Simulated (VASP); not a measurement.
Ge: single point with PBEsol-based screened hybrid

The system is Ge.

```
CELL_PARAMETERS angstrom
1.48805 -2.59469 0.00000
1.48805 2.59469 0.00000
0.00000 0.00000 4.72760
ATOMIC_POSITIONS crystal
Ge 0.33345 0.66655 0.25000
Ge 0.66655 0.33345 0.75000
```

| Item | Value |
| --- | --- |
| Program | VASP 6.6.1 |
| Task | single point |
| Functional | PBEsol-based screened hybrid |
| Potentials or basis | VASP PAW PBE potentials, release 64 (Ge_d) |
| Cutoff | 520 eV |
| k mesh | 5 × 5 × 3 |
| Occupations | fermi-dirac, width 0.05 eV |
| Spin | no spin polarisation |

```
Pressure               : 0.5 GPa
Largest force          : 0.004 eV/Å
Band gap on the k mesh : zero (band 14 reaches 14.34 eV, above the bottom of band 15 at 5.57 eV)
```

Forces in eV/Å, atoms in the order of the input:
```
Ge   0.000  0.004  0.000
Ge   0.000 -0.004  0.000
```

Stress tensor (GPa, compression positive):
```
-2.52  0.00  0.00
 0.00 -2.77  0.00
 0.00  0.00  6.76
```

Levels at points of the mesh, in eV from the Fermi level:
```
           k point  band 12  band 13  band 14  band 15  band 16  band 17
(0.00, 0.00, 0.00)    -8.27    -6.20     7.58     7.70     9.78     9.91
```

It took 65 min on 1 thread of AMD EPYC 7R43 64-Core Processor (Zen 3), on a shared host, peak memory 0.22 GiB.

Caveat: the k points lie up to 0.49 Å⁻¹ apart; the PAW data sets were made with another functional, which shifts forces and pressure a little.
